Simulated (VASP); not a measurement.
# Te (P3_121) in VASP: notebook

The runs below take Te through single point, with r2SCAN+D3(BJ).

All numbers are computed with VASP 6.6.1; they aren't measurements. Logs are shortened: lines on timing, memory, paths and dates and some standing lists are left out, and cuts for length are marked.

## Step 1: The cell of the first run

The structure is trigonal, space group P3_121 (No. 152). Conventional cell: a = 4.409 Å, b = 4.409 Å, c = 5.936 Å, α = 90.00°, β = 90.00°, γ = 120.00°. Within 3.8 Å of Te (site symmetry 2) lie 6 Te at 2.85 to 3.45 Å.

## Step 2: Single point, r2SCAN+D3(BJ) (33.31 Å³/atom)

The input, POSCAR:

```
Te
1.0
    4.4087773649      0.0000000000      0.0000000000
   -2.2043886824      3.8181131976      0.0000000000
    0.0000000000      0.0000000000      5.9358253429
Te
3
Direct
    0.2691988038      0.0000000000      0.3333333333
    0.0000000000      0.2691988038      0.6666666667
    0.7308011962      0.7308011962      0.0000000000
```

The input, INCAR.step1:

```
SYSTEM = Te
ALGO = Normal
EDIFF = 1E-4
ENCUT = 520
GGA = PE
ISMEAR = 0
LASPH = .True.
LCHARG = .False.
LREAL = .False.
LWAVE = .True.
NBANDS = 16
NELM = 100
PREC = Accurate
SIGMA = 0.02
```

The input, INCAR.step2:

```
SYSTEM = Te
ALGO = Normal
EDIFF = 1E-6
ENCUT = 520
ISIF = 2
ISMEAR = 0
ISTART = 1
IVDW = 12
LASPH = .True.
LCHARG = .False.
LMIXTAU = .True.
LREAL = .False.
LWAVE = .False.
METAGGA = R2SCAN
NBANDS = 16
NELM = 100
PREC = Accurate
SIGMA = 0.02
VDW_A1 = 0.49484001
VDW_A2 = 5.73083694
VDW_S6 = 1.0
VDW_S8 = 0.78981345
```

The input, KPOINTS:

```
k-points
0
Gamma
  9 9 6
  0 0 0
```

Potentials or basis: VASP PAW PBE potentials, release 64 (Te).

On the command line:

```
$ cat potpaw_PBE.64/Te/POTCAR > POTCAR
$ cp INCAR.step1 INCAR
$ mpirun -np 1 vasp_std > vasp.out
$ cp INCAR.step2 INCAR
$ mpirun -np 1 vasp_std > vasp.out
```

OUTCAR:

```text
SYSTEM = Te
   EDIFF = 1E-6
   ENCUT = 520
   ISIF = 2
   ISMEAR = 0
   ISTART = 1
   IVDW = 12
   LASPH = .True.
   LREAL = .False.
   METAGGA = R2SCAN
   NELM = 100
   PREC = Accurate
 IVDW          = 12

 ion  position               nearest neighbor table
   1  0.269  0.000  0.333-   3 2.85   2 2.85   3 3.45   3 3.45   2 3.45   2 3.45
   2  0.000  0.269  0.667-   3 2.85   1 2.85   3 3.45   3 3.45   1 3.45   1 3.45
   3  0.731  0.731  0.000-   2 2.85   1 2.85   2 3.45   1 3.45   1 3.45   2 3.45

  LATTYP: Found a hexagonal cell.
 ALAT       =     4.4087773649
 C/A-ratio  =     1.3463654096

  Lattice vectors:

 A1 = (   4.4087773649,   0.0000000000,   0.0000000000)
 A2 = (  -2.2043886824,   3.8181131976,   0.0000000000)
 A3 = (   0.0000000000,   0.0000000000,   5.9358253429)

Analysis of symmetry for initial positions (statically):
=====================================================================
 Subroutine PRICEL returns:
 Original cell was already a primitive cell.

 Routine SETGRP: Setting up the symmetry group for a
 hexagonal supercell.

 Subroutine GETGRP returns: Found  6 space group operations
 (whereof  2 operations were pure point group operations)
 out of a pool of 24 trial point group operations.

The static configuration has the point symmetry C_2 .
 The point group associated with its full space group is D_3 .

Analysis of symmetry for dynamics (positions and initial velocities):
=====================================================================
 Subroutine PRICEL returns:
 Original cell was already a primitive cell.

 Routine SETGRP: Setting up the symmetry group for a
 hexagonal supercell.

 Subroutine GETGRP returns: Found  6 space group operations
 (whereof  2 operations were pure point group operations)
 out of a pool of 24 trial point group operations.

The dynamic configuration has the point symmetry C_2 .
 The point group associated with its full space group is D_3 .

 Subroutine INISYM returns: Found  6 space group operations
 (whereof  2 operations are pure point group operations),
 and found     1 'primitive' translations

----------------------------------------------------------------------------------------

                                     Primitive cell

  volume of cell :      99.9190

  direct lattice vectors                    reciprocal lattice vectors
     4.408777365  0.000000000  0.000000000     0.226820254  0.130954734  0.000000000
    -2.204388682  3.818113198  0.000000000     0.000000000  0.261909469  0.000000000
     0.000000000  0.000000000  5.935825343     0.000000000  0.000000000  0.168468569

  length of vectors
     4.408777365  4.408777365  5.935825343     0.261909469  0.261909469  0.168468569

  position of ions in fractional coordinates (direct lattice)
     0.269198804  0.000000000  0.333333333
     1.000000000  0.269198804  0.666666667
     0.730801196  0.730801196  0.000000000

  ion indices of the primitive-cell ions
   primitive index   ion index
                 1           1
                 2           2
                 3           3

----------------------------------------------------------------------------------------

 KPOINTS: k-points

Automatic generation of k-mesh.
 Grid dimensions read from file:
 generate k-points for:    9    9    6

 Generating k-lattice:

  Cartesian coordinates                     Fractional coordinates (reciprocal lattice)
     0.025202250  0.014550526  0.000000000     0.111111111  0.000000000  0.000000000
     0.000000000  0.029101052  0.000000000     0.000000000  0.111111111  0.000000000
     0.000000000  0.000000000  0.028078095     0.000000000  0.000000000  0.166666667

  Length of vectors
     0.029101052  0.029101052  0.028078095

  Shift w.r.t. Gamma in fractional coordinates (k-lattice)
     0.000000000  0.000000000  0.000000000

 Subroutine IBZKPT returns following result:
 ===========================================

 Found     62 irreducible k-points:

 Following reciprocal coordinates:
            Coordinates               Weight
  0.000000  0.000000  0.000000      1.000000
  0.111111  0.000000  0.000000      6.000000
  0.222222  0.000000  0.000000      6.000000
  0.333333  0.000000  0.000000      6.000000
  0.444444  0.000000  0.000000      6.000000
  0.111111  0.111111  0.000000      6.000000
[... 16 lines left out ...]
  0.222222  0.111111  0.166667     12.000000
 -0.111111  0.333333  0.166667     12.000000
 [... further k-points ...]
   k-points           NKPTS =     62   k-points in BZ     NKDIM =     62   number of bands    NBANDS=     16
   number of dos      NEDOS =    301   number of ions     NIONS =      3
   total plane-waves  NPLWV =  62208
   dimension x,y,z NGX =    36 NGY =   36 NGZ =   48
   dimension x,y,z NGXF=    72 NGYF=   72 NGZF=   96
   ions per type =               3
   NGX,Y,Z   is equivalent  to a cutoff of  13.57, 13.57, 13.44 a.u.
   NGXF,Y,Z  is equivalent  to a cutoff of  27.15, 27.15, 26.89 a.u.
 SYSTEM =  Te
   PREC   = accura    normal or accurate (medium, high low for compatibility)
   ISTART =      1    job   : 0-new  1-cont  2-samecut
   ICHARG =      0    charge: 1-file 2-atom 10-const
   ISPIN  =      1    spin polarized calculation?
   LNONCOLLINEAR =      F non collinear calculations
   LSORBIT =      F    spin-orbit coupling
   LASPH  =      T    aspherical Exc in radial PAW
   ENCUT  =  520.0 eV  38.22 Ry    6.18 a.u.   8.20  8.20 11.04*2*pi/ulx,y,z
   NELM   =    100;   NELMIN=  2; NELMDL=  0     # of ELM steps
   EDIFF  = 0.1E-05   stopping-criterion for ELM
   LREAL  =      F    real-space projection
   EDIFFG = 0.1E-04   stopping-criterion for IOM
   NSW    =      0    number of steps for IOM
   IBRION =     -1    ionic relax: 0-MD 1-quasi-New 2-CG
   NFREE  =      0    steps in history (QN), initial steepest desc. (CG)
   ISIF   =      2    stress and relaxation
   ISYM   =      2    0-nonsym 1-usesym 2-fastsym
   POTIM  = 0.5000    time-step for ionic-motion
   TEBEG  =    0.0;   TEEND  =   0.0 temperature during run
   PSTRESS=    0.0 pullay stress
   NELECT =      18.0000    total number of electrons
   NUPDOWN=      -1.0000    fix difference up-down
   EMIN   =  10.00;   EMAX   =-10.00  energy-range for DOS
   EFERMI =   0.00;   METHOD = LEGACY
   ISMEAR =     0;   SIGMA  =   0.02  broadening in eV -4-tet -1-fermi 0-gaus
   EFERMI_NEDOS =   21; number of points for ismear=-14 and -15
   IALGO  =     38    algorithm
   IMIX   =      4    mixing-type and parameters
     AMIX     =   0.40;   BMIX     =  1.00
     AMIX_MAG =   1.60;   BMIX_MAG =  1.00
  volume/ion in A,a.u.               =      33.31       224.76
  Fermi-wavevector in a.u.,A,eV,Ry     =   0.924591  1.747224 11.631191  0.854868
  Thomas-Fermi vector in A             =   2.050353
   LORBIT       =      0    0 simple, 1 ext, 2 COOP (PROOUT), +10 PAW based schemes
   METAGGA = R2SCAN    functional components
   LHFCALC =     F    Hartree Fock is set to
   AEXX    =    0.0000 exact exchange contribution
   IVDW    =    12    specifies the selected vdW correction
   LEPSILON=     F    determine dielectric tensor
   LRPA    =     F    only Hartree local field effects (RPA)
 non-spin polarized calculation
 Gauss-broadening in eV      SIGMA  =   0.02
  energy-cutoff  :      520.00
  volume of cell :       99.92
 maximum number of plane-waves:      2716
 NGX is ok and might be reduce to    36
   NGX = 17   NGY = 17   NGZ = 23

 number of electron      17.9999999 magnetization

 Free energy of the ion-electron system (eV)
  ---------------------------------------------------
  ext. energy  EPLUGINS =         0.00000000
  ---------------------------------------------------
  free energy    TOTEN  =       -76.20904674 eV

  energy without entropy =      -76.20904674  energy(sigma->0) =      -76.20904674

 E-fermi :   6.1563     XC(G=0):  -9.5890

 val. band max:        6.0489270297   @ k =   0.3333   0.3333   0.5000
 cond. band min:       6.3146136602   @ k =   0.3333   0.3333   0.5000
 fundamental gap:      0.2656866305
 Fermi energy:         6.1562794083

 k-point     1 :       0.0000    0.0000    0.0000
  band No.  band energies     occupation
      1      -8.2686      2.00000
      2      -4.6930      2.00000
      3      -4.6930      2.00000
      4       2.8027      2.00000
      5       3.1990      2.00000
      6       3.1990      2.00000
[... 8 lines left out ...]
     15      12.7296      0.00000
     16      12.7331      0.00000

 k-point     2 :       0.1111    0.0000    0.0000
  band No.  band energies     occupation
      1      -8.1768      2.00000
      2      -4.7143      2.00000
      3      -4.6627      2.00000
      4       2.1391      2.00000
      5       2.7227      2.00000
      6       2.9456      2.00000
[... 8 lines left out ...]
     15      12.5716      0.00000
     16      12.7696      0.00000

 k-point     3 :       0.2222    0.0000    0.0000
  band No.  band energies     occupation
      1      -7.9135      2.00000
      2      -4.8261      2.00000
      3      -4.5795      2.00000
      4       1.2734      2.00000
      5       2.0773      2.00000
      6       2.5338      2.00000
[... 8 lines left out ...]
     15      12.7915      0.00000
     16      13.4170      0.00000

 k-point     4 :       0.3333    0.0000    0.0000
  band No.  band energies     occupation
      1      -7.5271      2.00000
      2      -5.0990      2.00000
      3      -4.4739      2.00000
      4       0.8557      2.00000
      5       1.5661      2.00000
      6       2.2036      2.00000
[... 8 lines left out ...]
     15      13.6074      0.00000
     16      14.3955      0.00000

 k-point     5 :       0.4444    0.0000    0.0000
  band No.  band energies     occupation
      1      -7.1668      2.00000
      2      -5.4245      2.00000
      3      -4.3982      2.00000
      4       0.8240      2.00000
      5       1.3441      2.00000
      6       2.1090      2.00000
[... 8 lines left out ...]
     15      14.9101      0.00000
     16      15.3710      0.00000

 k-point     6 :       0.1111    0.1111    0.0000
  band No.  band energies     occupation
      1      -7.9989      2.00000
      2      -4.7634      2.00000
      3      -4.6247      2.00000
      4       1.5567      2.00000
      5       1.9382      2.00000
      6       3.0204      2.00000
[... 8 lines left out ...]
     15      12.8433      0.00000
     16      13.2800      0.00000
[... 267 lines left out ...]
 k-point    21 :       0.0000    0.4444    0.1667
  band No.  band energies     occupation
      1      -7.0739      2.00000
      2      -5.6553      2.00000
      3      -4.2565      2.00000
      4       0.5887      2.00000
      5       1.0779      2.00000
      6       2.1263      2.00000
[... 8 lines left out ...]
     15      14.6017      0.00000
     16      15.1385      0.00000

 k-point    22 :       0.1111    0.1111    0.1667
  band No.  band energies     occupation
      1      -7.8955      2.00000
      2      -5.5946      2.00000
      3      -3.8146      2.00000
      4       1.6403      2.00000
      5       1.9609      2.00000
      6       2.9665      2.00000
[... 8 lines left out ...]
     15      12.6944      0.00000
     16      12.9795      0.00000

 k-point    23 :       0.2222    0.1111    0.1667
  band No.  band energies     occupation
      1      -7.5777      2.00000
      2      -5.4597      2.00000
      3      -4.1501      2.00000
      4       1.2153      2.00000
      5       1.6605      2.00000
      6       2.7751      2.00000
[... 8 lines left out ...]
     15      13.0739      0.00000
     16      13.6347      0.00000

 k-point    24 :      -0.1111    0.3333    0.1667
  band No.  band energies     occupation
      1      -7.5688      2.00000
      2      -5.5488      2.00000
      3      -3.9973      2.00000
      4       0.9191      2.00000
      5       1.4583      2.00000
      6       2.5182      2.00000
[... 8 lines left out ...]
     15      13.5954      0.00000
     16      14.2950      0.00000

 [... further k-points ...]

------------------------ aborting loop because EDIFF is reached ----------------------------------------

 Edisp (eV)   -0.61894

 E8    (eV) :    -0.2233

  FORCE on cell =-STRESS in cart. coord.  units (eV):
  Direction    XX          YY          ZZ          XY          YZ          ZX
  --------------------------------------------------------------------------------------
  -------------------------------------------------------------------------------------
  Total       0.42451     0.42451     0.47761     0.00000     0.00000    -0.00000
  in kB       6.80695     6.80695     7.65843     0.00000     0.00000    -0.00000
  external pressure =        7.09 kB  Pullay stress =        0.00 kB

 VOLUME and BASIS-vectors are now :
 -----------------------------------------------------------------------------
  energy-cutoff  :      520.00
  volume of cell :       99.92
      direct lattice vectors                 reciprocal lattice vectors
     4.408777365  0.000000000  0.000000000     0.226820254  0.130954734  0.000000000
    -2.204388682  3.818113198  0.000000000     0.000000000  0.261909469  0.000000000
     0.000000000  0.000000000  5.935825343     0.000000000  0.000000000  0.168468569

 POSITION                                       TOTAL-FORCE (eV/Angst)
 -----------------------------------------------------------------------------------
      1.18684      0.00000      1.97861         0.023573      0.000000     -0.000000
     -0.59342      1.02783      3.95722        -0.011787      0.020415      0.000000
      1.61097      2.79028      0.00000        -0.011787     -0.020415     -0.000000
 -----------------------------------------------------------------------------------
    total drift:                                0.000001      0.000001      0.000000

  FREE ENERGIE OF THE ION-ELECTRON SYSTEM (eV)
  ---------------------------------------------------
  free  energy   TOTEN  =       -76.8279916107 eV

  energy  without entropy=      -76.8279916107  energy(sigma->0) =      -76.82799161
```

Wall time 2.5 min (1 thread of Intel Xeon 6975P-C (Granite Rapids), shared host); peak memory 0.29 GiB.

Results:

* Free energy: -76.8280 eV
* Pressure: 0.7 GPa
* Largest force: 0.024 eV/Å
* Band gap on the k mesh: 0.27 eV
* Dispersion energy per atom: -0.206 eV

Forces in eV/Å, atoms in the order of the input:
```
Te   0.024  0.000  0.000
Te  -0.012  0.020  0.000
Te  -0.012 -0.020  0.000
```

Levels at points of the mesh, in eV from the valence-band top:
| k point | band 5 | band 6 | band 7 | band 8 | band 9 | band 10 | band 11 | band 12 | band 13 | band 14 |
| --- | --- | --- | --- | --- | --- | --- | --- | --- | --- | --- |
| (0.00, 0.00, 0.00) | -2.85 | -2.85 | -1.76 | -1.76 | -0.94 | 1.11 | 1.11 | 1.82 | 5.29 | 5.29 |
| (0.00, 0.00, 0.50) | -2.84 | -2.84 | -1.48 | -1.08 | -1.08 | 0.52 | 0.72 | 0.72 | 4.29 | 5.64 |

Caveat: the PAW data sets were made with another functional, which shifts forces and pressure a little; spin-orbit coupling is left out, which moves the levels of the heavy elements. A k mesh can miss the band edges.

## Step 3: Single point, r2SCAN+D3(BJ)

This run uses another cell than the first one, of 34.34 Å³/atom.

The input, POSCAR:

```
Te
1.0
    4.4784844398      0.0000000000      0.0000000000
   -2.2392422199      3.8784812953      0.0000000000
    0.0000000000      0.0000000000      5.9303943968
Te
3
Direct
    0.2636437571      0.0000000000      0.3333333333
    0.0000000000      0.2636437571      0.6666666667
    0.7363562429      0.7363562429      0.0000000000
```

The input, INCAR.step1:

```
PREC = Accurate
ENCUT = 520
ISMEAR = 0
SIGMA = 0.02
LREAL = False
LASPH = True
NELM = 80
NBANDS = 16
GGA = PE
ALGO = Normal
EDIFF = 1E-4
LWAVE = True
LCHARG = False
```

The input, INCAR.step2:

```
PREC = Accurate
ENCUT = 520
EDIFF = 1E-7
ISMEAR = 0
SIGMA = 0.02
LREAL = False
LASPH = True
NELM = 80
ALGO = Normal
ISIF = 2
LWAVE = False
LCHARG = False
METAGGA = R2SCAN
LMIXTAU = True
IVDW = 12
VDW_S6 = 1.0
VDW_S8 = 0.78981345
VDW_A1 = 0.49484001
VDW_A2 = 5.73083694
NBANDS = 16
ISTART = 1
```

The input, KPOINTS:

```
Automatic mesh
0
Gamma
  9 9 6
```

Potentials or basis: VASP PAW PBE potentials, release 64 (Te).

On the command line:

```
$ cat potpaw_PBE.64/Te/POTCAR > POTCAR
$ cp INCAR.step1 INCAR
$ mpirun -np 1 vasp_std > vasp.out
$ cp INCAR.step2 INCAR
$ mpirun -np 1 vasp_std > vasp.out
```

Wall time 3 min (1 thread of Intel Xeon 6975P-C (Granite Rapids), shared host); peak memory 0.29 GiB.

It converged, with:

```
Free energy                : -76.8329 eV
Pressure                   : 0.0 GPa
Largest force              : 0.026 eV/Å
Band gap on the k mesh     : 0.36 eV
Dispersion energy per atom : -0.200 eV
```

Forces on the atoms (eV/Å):
```
Te   0.026  0.000  0.000
Te  -0.013  0.023  0.000
Te  -0.013 -0.023  0.000
```

Levels at points of the mesh, in eV from the valence-band top:
```tsv
k point	band 5	band 6	band 7	band 8	band 9	band 10	band 11	band 12	band 13	band 14
(0.00, 0.00, 0.00)	-2.88	-2.88	-1.71	-1.71	-0.81	1.16	1.16	1.80	5.36	5.36
(0.00, 0.00, 0.50)	-2.80	-2.80	-1.44	-1.11	-1.11	0.63	0.79	0.79	4.46	5.74
```

Caveat: the PAW data sets were made with another functional, which shifts forces and pressure a little; spin-orbit coupling is left out, which moves the levels of the heavy elements.

[end of part 1 of 3]
